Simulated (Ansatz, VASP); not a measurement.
**One calculation of I, two programs**

Contents of INCAR:

```
SYSTEM = I
  PREC = Accurate
  ENCUT = 520
  EDIFF = 1E-6
  ISMEAR = -1
  SIGMA = 0.01
  LREAL = .FALSE.
  LASPH = .TRUE.
  NELM = 100
  ALGO = Normal
  ISIF = 2
  LWAVE = .FALSE.
  LCHARG = .TRUE.
  GGA = PE
  LELF = .TRUE.
  LVHAR = .TRUE.
  NBANDS = 22
```

File KPOINTS:

```
Automatic mesh
0
G
  8 8 4
  0 0 0
```

Contents of POSCAR:

```
I
1.0
    4.4691335775     -2.3015586197      0.0000000000
    4.4691335775      2.3015586197      0.0000000000
    0.0000000000      0.0000000000      9.8759877929
I
4
Direct
    0.8427352896      0.1572647104      0.1220149726
    0.6572647104      0.3427352896      0.6220149726
    0.1572647104      0.8427352896      0.8779850274
    0.3427352896      0.6572647104      0.3779850274
```

Input for Ansatz:

```yaml
crystal:
  lattice:
    - [4.4691335775, -2.3015586197, 0.0]
    - [4.4691335775, 2.3015586197, 0.0]
    - [0.0, 0.0, 9.8759877929]
  atoms:
    - { symbol: I, position: [0.8427352896, 0.1572647104, 0.1220149726] }
    - { symbol: I, position: [0.6572647104, 0.3427352896, 0.6220149726] }
    - { symbol: I, position: [0.1572647104, 0.8427352896, 0.8779850274] }
    - { symbol: I, position: [0.3427352896, 0.6572647104, 0.3779850274] }
hamiltonian:
  xc: pbe
  pseudopotentials:
    kind: paw
    azcp:
      I: "pseudopotentials/I.paw.azcp"
basis:
  ecutwfc: 420
  fft_grid_basis: typed
kpoints:
  mp_grid: { grid: [8, 8, 4], shift: [0, 0, 0] }
magnetization:
  spin_polarized: false
scf:
  occupations: { method: fermi_dirac, width: 0.01 }
  lower_state_search: "off"
output:
  stress: true
```

Alike in both runs: task single point; functional PBE; k mesh 8 × 8 × 4; occupations fermi-dirac, width 0.01 eV; no spin polarisation.

```csv
,VASP,Ansatz
version,VASP 6.6.1,Ansatz 0.2.0
potentials or method,"VASP PAW PBE potentials, release 64 (I), cutoff 520 eV","plane waves (420 eV) with PAW, scalar-relativistic"
valence electrons in the cell,28,68
```

|  | VASP | Ansatz | Ansatz less VASP |
| --- | --- | --- | --- |
| pressure (GPa) | 0.0 | 0.0 | +0.03 |
| traceless stress, the component that is largest in VASP (GPa) | -0.09 | -0.06 | +0.030 |

VASP's potentials hold 28 valence electrons a cell and Ansatz's 68, so a difference there can come from the potentials and not from the codes.

Neither program's run includes spin-orbit coupling.
